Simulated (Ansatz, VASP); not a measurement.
KBr in VASP and in Ansatz

```
K Br
1.0
     0.00000    3.30225    3.30225
     3.30225    0.00000    3.30225
     3.30225    3.30225    0.00000
K Br
1 1
Direct
  0.00000 0.00000 0.00000
  0.50000 0.50000 0.50000
```

Alike in both runs: task single point; functional HSE06; k mesh 4 × 4 × 4; no spin polarisation.

|  | VASP | Ansatz |
| --- | --- | --- |
| version | VASP 6.6.1 | Ansatz 0.2.0 |
| potentials or method | VASP PAW PBE potentials, release 64 (K_sv, Br) | plane waves, PAW |
| plane-wave cutoff (eV) | 520 | 420 |
| occupations | gaussian, width 0.01 eV | fixed |
| valence electrons in the cell | 16 | 16 |

```csv
,VASP,Ansatz,Ansatz less VASP
gap on the k mesh at the Fermi level (eV),5.59,5.60,+0.003
pressure (GPa),0.5,0.4,-0.02
```

Ansatz's warnings: stress exchange threshold loose, stress scf threshold loose.
